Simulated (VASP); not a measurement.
AlGeSbH2: relaxation of cell and atoms with PBE

The system is AlGeSbH2.

```
Al Ge Sb H
1.0
    -2.03903    2.03903    4.84360
     2.03903   -2.03903    4.84360
     2.03903    2.03903   -4.84360
Al Ge Sb H
1 1 1 2
Direct
  0.00000 0.00000 0.00000
  0.25000 0.75000 0.50000
  0.75000 0.25000 0.50000
  0.62695 0.62695 0.00000
  0.37305 0.37305 0.00000
```

The cell was built from a structure type or drawn by symmetry, and may not be a known phase.

```yaml
Program: VASP 6.6.1
Task: relaxation of cell and atoms
Functional: PBE
Potentials_or_basis: VASP PAW PBE potentials, release 64 (Al, Ge_d, Sb, H)
Cutoff: 600 eV
k_mesh: 4 × 4 × 4
Occupations: gaussian, width 0.15 eV
Spin: no spin polarisation
Dipole_correction: no
Further_INCAR_settings: ALGO = Normal; EDIFF = 1e-06; IBRION = 2; EDIFFG = -0.08; NSW = 36; ISIF = 3
```

```
Relaxed volume                        : 15.30 Å³/atom
Relaxed cell                          : a = 4.980 Å, b = 4.980 Å, c = 4.980 Å, α = 126.89°, β = 126.89°, γ = 78.42°
Space group after relaxing (to 0.1 Å) : I-4m2 (No. 119)
Pressure after relaxing               : -0.2 GPa
Largest force after relaxing          : 0.057 eV/Å
Band gap on the k mesh                : zero (bands 12 and 13 overlap by 3.63 eV)
```

Forces in eV/Å, atoms in the order of the input:
```
Al   0.000  0.000  0.000
Ge   0.000  0.000  0.000
Sb   0.000  0.000  0.000
H    0.000  0.000 -0.057
H    0.000  0.000  0.057
```

Stress tensor (GPa, compression positive):
```
-0.07  0.00  0.00
 0.00 -0.07  0.00
 0.00  0.00 -0.43
```

Final structure:
```
CELL_PARAMETERS angstrom
-2.22629 2.22629 3.85880
2.22629 -2.22629 3.85880
2.22629 2.22629 -3.85880
ATOMIC_POSITIONS crystal
Al 0.00000 0.00000 0.00000
Ge 0.25000 0.75000 0.50000
Sb 0.75000 0.25000 0.50000
H 0.55029 0.55029 0.00000
H 0.44971 0.44971 0.00000
```

Levels at points of the mesh, in eV from the Fermi level:
| k point | band 9 | band 10 | band 11 | band 12 | band 13 | band 14 | band 15 | band 16 |
| --- | --- | --- | --- | --- | --- | --- | --- | --- |
| (0.00, 0.00, 0.00) | -2.56 | -2.56 | -2.23 | -0.83 | -0.77 | 0.57 | 0.57 | 0.95 |
| (0.50, 0.00, 0.00) | -4.02 | -2.50 | -1.79 | -1.21 | -0.87 | 0.66 | 3.55 | 4.27 |
| (0.50, 0.50, 0.00) | -5.71 | -5.10 | -3.86 | 0.79 | 0.84 | 3.32 | 3.41 | 4.77 |
| (0.50, 0.50, 0.50) | -5.17 | -3.78 | -3.78 | 2.76 | 3.20 | 3.50 | 3.50 | 5.20 |

It took 12 min on 1 thread of Oxide Virtual Turin-like Processor, with other jobs on the host, peak memory 0.35 GiB.

Caveat: the k points lie up to 0.41 Å⁻¹ apart in the final cell, too coarse for converged energies and pressures of a metal; spin-orbit coupling is left out, which moves the levels of the heavy elements; the relaxation stopped at a loose force limit of 0.08 eV/Å, so its end isn't a converged minimum.
